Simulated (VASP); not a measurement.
# Co3BI (P4mm) in VASP: single point with r2SCAN

Aim: the single point of Co3BI with r2SCAN.

Program: VASP 6.6.1. These are calculated values, not measurements. Logs are shortened: lines on timing, memory, paths and dates and some standing lists are left out, and cuts for length are marked.

**1. The cell of the first run**

The structure is tetragonal, space group P4mm (No. 99). The conventional cell has a = 4.041 Å, b = 4.041 Å, c = 5.122 Å, α = 90.00°, β = 90.00°, γ = 90.00°. Within 3.0 Å of Co (site symmetry 4mm) lie 2 B at 2.25 to 2.87 Å and 4 Co at 2.88 Å and 4 I at 2.92 Å. Within 2.9 Å of Co (site symmetry 2mm) lie 2 B at 2.18 Å and 6 Co at 2.86 to 2.88 Å. B (site symmetry 4mm) has 6 Co at 2.18 to 2.87 Å within 2.9 Å. I (site symmetry 4mm) has 12 Co at 2.92 to 3.35 Å and 4 B at 3.29 Å within 3.8 Å.

**2. Single point, r2SCAN**

Input file POSCAR:

```
Co3BI
1.0
    4.0409960000      0.0000000000      0.0000000000
    0.0000000000      4.0409960000      0.0000000000
    0.0000000000      0.0000000000      5.1219440000
Co B I
3 1 1
Direct
    0.5000000000      0.5000000000      0.1201000000
    0.0000000000      0.5000000000      0.5209000000
    0.5000000000      0.0000000000      0.5209000000
    0.5000000000      0.5000000000      0.6800000000
    0.0000000000      0.0000000000      0.0000000000
```

Input file INCAR.step1:

```
  PREC = Accurate
  ENCUT = 520
  ISMEAR = -1
  SIGMA = 0.0602
  LREAL = F
  LASPH = T
  NELM = 100
  NBANDS = 26
  GGA = PE
  ALGO = Normal
  EDIFF = 1E-4
  LWAVE = T
  LCHARG = F
```

Input file INCAR.step2:

```
  PREC = Accurate
  ENCUT = 520
  EDIFF = 1E-6
  ISMEAR = -1
  SIGMA = 0.0602
  LREAL = F
  LASPH = T
  NELM = 100
  ALGO = Normal
  ISIF = 2
  LWAVE = F
  LCHARG = T
  METAGGA = R2SCAN
  LMIXTAU = T
  LELF = T
  LVHAR = T
  NBANDS = 26
  ISTART = 1
```

Input file KPOINTS:

```
Automatic mesh
0
Gamma
  8 8 7
```

Potentials or basis: VASP PAW PBE potentials, release 64 (Co, B, I).

On the command line:

```bash
> cat potpaw_PBE.64/Co/POTCAR potpaw_PBE.64/B/POTCAR potpaw_PBE.64/I/POTCAR > POTCAR
> cp INCAR.step1 INCAR
> mpirun -np 1 vasp_std > vasp.out
> cp INCAR.step2 INCAR
> mpirun -np 1 vasp_std > vasp.out
```

OUTCAR:

```text
PREC = Accurate
   ENCUT = 520
   EDIFF = 1E-6
   ISMEAR = -1
   LREAL = F
   LASPH = T
   NELM = 100
   ISIF = 2
   METAGGA = R2SCAN
   ISTART = 1

 ion  position               nearest neighbor table
   1  0.500  0.500  0.120-   4 2.25   3 2.88   2 2.88   3 2.88   2 2.88   5 2.92   5 2.92   5 2.92
                             5 2.92
   2  0.000  0.500  0.521-   4 2.18   4 2.18   3 2.86   3 2.86   3 2.86   3 2.86   1 2.88   1 2.88
                             5 3.18   5 3.18   5 3.35   5 3.35
   3  0.500  0.000  0.521-   4 2.18   4 2.18   2 2.86   2 2.86   2 2.86   2 2.86   1 2.88   1 2.88
                             5 3.18   5 3.18   5 3.35   5 3.35
   4  0.500  0.500  0.680-   2 2.18   3 2.18   3 2.18   2 2.18   1 2.25
   5  0.000  0.000  0.000-   1 2.92   1 2.92   1 2.92   1 2.92   2 3.18   3 3.18   3 3.18   2 3.18
                             3 3.35   2 3.35   3 3.35   2 3.35

  LATTYP: Found a simple tetragonal cell.
 ALAT       =     4.0409960000
 C/A-ratio  =     1.2674954392

  Lattice vectors:

 A1 = (   4.0409960000,   0.0000000000,   0.0000000000)
 A2 = (   0.0000000000,   4.0409960000,   0.0000000000)
 A3 = (   0.0000000000,   0.0000000000,   5.1219440000)

Analysis of symmetry for initial positions (statically):
=====================================================================
 Subroutine PRICEL returns:
 Original cell was already a primitive cell.

 Routine SETGRP: Setting up the symmetry group for a
 simple tetragonal supercell.

 Subroutine GETGRP returns: Found  8 space group operations
 (whereof  8 operations were pure point group operations)
 out of a pool of 16 trial point group operations.

The static configuration has the point symmetry C_4v.

Analysis of symmetry for dynamics (positions and initial velocities):
=====================================================================
 Subroutine PRICEL returns:
 Original cell was already a primitive cell.

 Routine SETGRP: Setting up the symmetry group for a
 simple tetragonal supercell.

 Subroutine GETGRP returns: Found  8 space group operations
 (whereof  8 operations were pure point group operations)
 out of a pool of 16 trial point group operations.

The dynamic configuration has the point symmetry C_4v.

 Subroutine INISYM returns: Found  8 space group operations
 (whereof  8 operations are pure point group operations),
 and found     1 'primitive' translations

[... 92 lines left out ...]
   ISTART =      1    job   : 0-new  1-cont  2-samecut
   ICHARG =      0    charge: 1-file 2-atom 10-const
   ISPIN  =      1    spin polarized calculation?
   LNONCOLLINEAR =      F non collinear calculations
   LSORBIT =      F    spin-orbit coupling
   LASPH  =      T    aspherical Exc in radial PAW
   ENCUT  =  520.0 eV  38.22 Ry    6.18 a.u.   7.51  7.51  9.52*2*pi/ulx,y,z
   NELM   =    100;   NELMIN=  2; NELMDL=  0     # of ELM steps
   EDIFF  = 0.1E-05   stopping-criterion for ELM
   LREAL  =      F    real-space projection
   EDIFFG = 0.1E-04   stopping-criterion for IOM
   NSW    =      0    number of steps for IOM
   IBRION =     -1    ionic relax: 0-MD 1-quasi-New 2-CG
   NFREE  =      0    steps in history (QN), initial steepest desc. (CG)
   ISIF   =      2    stress and relaxation
   ISYM   =      2    0-nonsym 1-usesym 2-fastsym
   POTIM  = 0.5000    time-step for ionic-motion
   TEBEG  =    0.0;   TEEND  =   0.0 temperature during run
   PSTRESS=    0.0 pullay stress
   NELECT =      37.0000    total number of electrons
   NUPDOWN=      -1.0000    fix difference up-down
   EMIN   =  10.00;   EMAX   =-10.00  energy-range for DOS
   EFERMI =   0.00;   METHOD = LEGACY
   ISMEAR =    -1;   SIGMA  =   0.06  broadening in eV -4-tet -1-fermi 0-gaus
   EFERMI_NEDOS =   21; number of points for ismear=-14 and -15
   IALGO  =     38    algorithm
   IMIX   =      4    mixing-type and parameters
     AMIX     =   0.40;   BMIX     =  1.00
     AMIX_MAG =   1.60;   BMIX_MAG =  1.00
  volume/ion in A,a.u.               =      16.73       112.89
  Fermi-wavevector in a.u.,A,eV,Ry     =   1.247397  2.357239 21.170670  1.556000
  Thomas-Fermi vector in A             =   2.381531
   LORBIT       =      0    0 simple, 1 ext, 2 COOP (PROOUT), +10 PAW based schemes
   METAGGA = R2SCAN    functional components
   LHFCALC =     F    Hartree Fock is set to
   AEXX    =    0.0000 exact exchange contribution
   IVDW    =     0    specifies the selected vdW correction
   LEPSILON=     F    determine dielectric tensor
   LRPA    =     F    only Hartree local field effects (RPA)
 non-spin polarized calculation
  energy-cutoff  :      520.00
  volume of cell :       83.64
 maximum number of plane-waves:      2275
   NGX = 15   NGY = 15   NGZ = 19

 number of electron      36.9999989 magnetization

 Free energy of the ion-electron system (eV)
  ---------------------------------------------------
  ext. energy  EPLUGINS =         0.00000000
  ---------------------------------------------------
  free energy    TOTEN  =       -64.94441151 eV

  energy without entropy =      -64.80428959  energy(sigma->0) =      -64.87435055

 E-fermi :   6.5717     XC(G=0): -11.5577

 val. band max:        6.5678282521   @ k =   0.3750   0.1250   0.0000
 cond. band min:       6.5832504407   @ k =   0.3750   0.0000   0.1429
 fundamental gap:      0.0154221886
 Fermi energy:         6.5716897789

 k-point     1 :       0.0000    0.0000    0.0000
  band No.  band energies     occupation
      1      -8.4324      2.00000
      2      -1.3219      2.00000
      3       1.5218      2.00000
      4       2.6777      2.00000
      5       2.6777      2.00000
      6       4.3118      2.00000
[... 685 lines left out ...]
     25      11.0497      0.00000
     26      11.7521      0.00000

 [... further k-points ...]
[... 5 lines left out ...]
  --------------------------------------------------------------------------------------
  -------------------------------------------------------------------------------------
  Total      -12.0460383    -12.0460383    -12.4708983      0.0000000      0.0000000      0.0000000
  in kB     -230.7507676   -230.7507676   -238.8892746      0.0000000      0.0000000      0.0000000
  external PRESSURE =    -233.4636033 kB  Pullay stress =       0.0000000 kB

 VOLUME and BASIS-vectors are now :
 -----------------------------------------------------------------------------
  energy-cutoff  :      520.00
  volume of cell :       83.64
      direct lattice vectors                 reciprocal lattice vectors
     4.040996000  0.000000000  0.000000000     0.247463744  0.000000000  0.000000000
     0.000000000  4.040996000  0.000000000     0.000000000  0.247463744  0.000000000
     0.000000000  0.000000000  5.121944000     0.000000000  0.000000000  0.195238370

 POSITION                                       TOTAL-FORCE (eV/Angst)
 -----------------------------------------------------------------------------------
      2.02050      2.02050      0.61515        -0.000000     -0.000000     -0.162404
      0.00000      2.02050      2.66802        -0.000000     -0.000000      0.371191
      2.02050      0.00000      2.66802         0.000000      0.000000      0.371191
      2.02050      2.02050      3.48292        -0.000000     -0.000000     -1.345900
      0.00000      0.00000      0.00000        -0.000000      0.000000      0.765923
 -----------------------------------------------------------------------------------
    total drift:                                0.000000     -0.000000      0.003050

  FREE ENERGIE OF THE ION-ELECTRON SYSTEM (eV)
  ---------------------------------------------------
  free  energy   TOTEN  =       -64.9444115126 eV

  energy  without entropy=      -64.8042895949  energy(sigma->0) =      -64.87435055
```

Run time: 8.7 min. Hardware: 1 thread of AMD EPYC 7R43 (Zen 3), shared host; peak memory 0.25 GiB.

Results:

* Free energy: -64.9444 eV
* Pressure: -23.3 GPa
* Largest force: 1.346 eV/Å
* Band gap on the k mesh: zero (an odd number of electrons rules out a gap without spin polarisation)

Forces on the atoms (eV/Å):
```
Co   0.000  0.000 -0.162
Co   0.000  0.000  0.371
Co   0.000  0.000  0.371
B    0.000  0.000 -1.346
I    0.000  0.000  0.766
```

Levels at points of the mesh, in eV from the Fermi level:
```csv
k point,band 17,band 18,band 19,band 20,band 21,band 22
"(0.00, 0.00, 0.00)",-0.38,-0.30,0.05,0.46,0.52,1.87
"(0.50, 0.00, 0.00)",-0.35,-0.21,0.05,0.33,0.62,1.46
"(0.50, 0.50, 0.00)",-0.21,-0.09,0.11,0.11,0.26,1.57
```

Caveat: the cell stands under tension; the PAW data sets were made with another functional, which shifts forces and pressure a little; spin-orbit coupling is left out, which moves the levels of the heavy elements; an odd number of electrons without spin polarisation forces a metal; a magnetic or distorted state may lie lower; the run has no spin polarisation, though such a crystal can be magnetic. Spin polarisation is off, so any magnetic state and its effect on volume and gap are missing.
